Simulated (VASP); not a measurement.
Write the native input for VASP 6.6.1 that does the following.

```yaml
Task: single point
Functional: PBE
Potentials_or_basis: VASP PAW PBE potentials, release 64 (Zr_sv, C)
Cutoff: 520 eV
k_mesh: 20 × 20 × 18
Occupations: gaussian, width 0.1 eV
Spin: no spin polarisation
Dipole_correction: no
Further_INCAR_settings: ALGO = Normal; EDIFF = 1e-06; NBANDS = 15
```

The structure of ZrC lies in POSCAR:

```
ZrC
1.0
    2.8754071995      0.0000000000      0.0000000000
    0.0000000000      2.8754071995      0.0000000000
    0.0000000000      0.0000000000      3.0160625411
Zr C
1 1
Direct
    0.5000000000      0.5000000000      0.0000000000
    0.0000000000      0.0000000000      0.5000000000
```

One way to write it, as run:

INCAR

```
PREC = Accurate ; ENCUT = 520
EDIFF = 1E-6 ; ISMEAR = 0
SIGMA = 0.1 ; LREAL = F
LASPH = T ; NELM = 80
ALGO = Normal ; ISIF = 2
LWAVE = F ; LCHARG = T
GGA = PE ; LELF = T
LVHAR = T ; NBANDS = 15
```

KPOINTS

```
Automatic mesh
0
Gamma
  20 20 18
```

Potentials or basis: VASP PAW PBE potentials, release 64 (Zr_sv, C).

Command:

```sh
$ cat potpaw_PBE.64/Zr_sv/POTCAR potpaw_PBE.64/C/POTCAR > POTCAR
$ mpirun -np 1 vasp_std > vasp.out
```

It gave:

| Quantity | Value |
| --- | --- |
| Pressure | 0.2 GPa |
| Band gap on the k mesh | zero (band 8 reaches 11.26 eV, above the bottom of band 9 at 9.62 eV) |

Wall time 88 s on 1 thread of Intel(R) Xeon(R) Platinum 8559C (Emerald Rapids), on a shared host, peak memory 0.34 GiB.
